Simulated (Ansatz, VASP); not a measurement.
## Two plane-wave programs on Se

```xyz
6
Lattice="5.9016 0.0000 0.0000 0.0000 5.9016 0.0000 0.0000 0.0000 4.9923" Properties=species:S:1:pos:R:3 pbc="T T T"
Se    0.0000    0.0000    3.7442
Se    0.0000    0.0000    1.2481
Se    1.1234    2.9508    0.0000
Se    2.9508    1.1234    2.4962
Se    2.9508    4.7782    2.4962
Se    4.7782    2.9508    0.0000
```

Alike in both runs: functional PBE; k mesh 8 × 8 × 8; occupations gaussian, width 0.1 eV; no spin polarisation.

Ansatz relaxed the structure, and its values are those at the end. VASP's run is a single point on that final structure, the one shown.

|  | VASP | Ansatz |
| --- | --- | --- |
| version | VASP 6.6.1 | Ansatz 0.2.0 |
| potentials or method | VASP PAW PBE potentials, release 64 (Se), cutoff 520 eV | scalar-relativistic, plane waves, PAW |
| valence electrons in the cell | 36 | 96 |

|  | VASP | Ansatz | Ansatz less VASP |
| --- | --- | --- | --- |
| gap on the k mesh at the Fermi level (eV) | none | none | - |
| pressure (GPa) | 0.1 | 0.0 | -0.07 |
| rms of the force components (eV/Å) | 0.021 | 0.002 | -0.0194 |

A gap of «none» marks a metal or a gap that the smearing closes. VASP's potentials hold 36 valence electrons a cell and Ansatz's 96, so a difference there can come from the potentials and not from the codes.
